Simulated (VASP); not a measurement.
Input of a VASP 6.6.1 run:

The input INCAR:

```
SYSTEM = SiC
PREC = Accurate
ENCUT = 520
EDIFF = 1E-7
ISMEAR = 0
SIGMA = 0.05
LREAL = .FALSE.
LASPH = .TRUE.
NELM = 60
ALGO = Normal
ISIF = 2
LWAVE = .FALSE.
LCHARG = .FALSE.
LDIPOL = .TRUE.
IDIPOL = 3
DIPOL = 0.5 0.5 0.500
GGA = PE
IBRION = 2
NSW = 70
EDIFFG = -0.03
```

The input KPOINTS:

```
Automatic mesh
0
G
  9 5 1
  0 0 0
```

File POSCAR:

```
SiC
1.0
    3.0920147294      0.0000000000      0.0000000000
    0.0000000000      5.0738209150      0.0000000000
    0.0000000000      0.0000000000     17.5703510727
Si C
4 4
Selective dynamics
Direct
    0.0000000000      0.9954360478      0.3983984140  F F F
    0.5000000000      0.4954360478      0.4491992070  F F F
    0.5000000000      0.9954360478      0.5508007930  T T T
    0.0000000000      0.4954360478      0.6016015860  T T T
    0.0000000000      0.6195639522      0.3983984140  F F F
    0.5000000000      0.1195639522      0.4491992070  F F F
    0.5000000000      0.6195639522      0.5508007930  T T T
    0.0000000000      0.1195639522      0.6016015860  T T T
```

Potentials or basis: VASP PAW PBE potentials, release 64 (Si, C).

Run with:

```bash
$ cat potpaw_PBE.64/Si/POTCAR potpaw_PBE.64/C/POTCAR > POTCAR
$ mpirun -np 1 vasp_std > vasp.out
```

Problem. Estimate the energy gained by relaxing.

Solution. 91.6 meV/atom.

Problem. Predict the band gap on the k mesh.

Solution. 0.56 eV (least direct gap 0.79 eV).

The path:
```tsv
step	energy change (eV)	largest force on free atoms (eV/Å)	pressure (GPa)
1	0.0000	3.0207	-2.30
2	-0.5966	1.5826	-1.23
3	-0.5996	1.7405	-1.12
4	-0.6831	1.1874	-0.81
5	-0.6902	0.8411	-0.91
6	-0.7133	0.4368	-0.61
7	-0.7144	0.2943	-0.67
8	-0.7228	0.2806	-0.59
9	-0.7240	0.2865	-0.55
10	-0.7293	0.1943	-0.49
11	-0.7296	0.2206	-0.47
12	-0.7309	0.2532	-0.42
13	-0.7313	0.1338	-0.44
14	-0.7320	0.1134	-0.38
15	-0.7320	0.0841	-0.39
16	-0.7325	0.0551	-0.37
17	-0.7327	0.0631	-0.36
18	-0.7329	0.0665	-0.34
19	-0.7329	0.0625	-0.34
20	-0.7330	0.0622	-0.35
21	-0.7330	0.0328	-0.35
22	-0.7331	0.0215	-0.36
```

Caveat: semilocal functionals underestimate gaps, and a narrow one can read as zero.
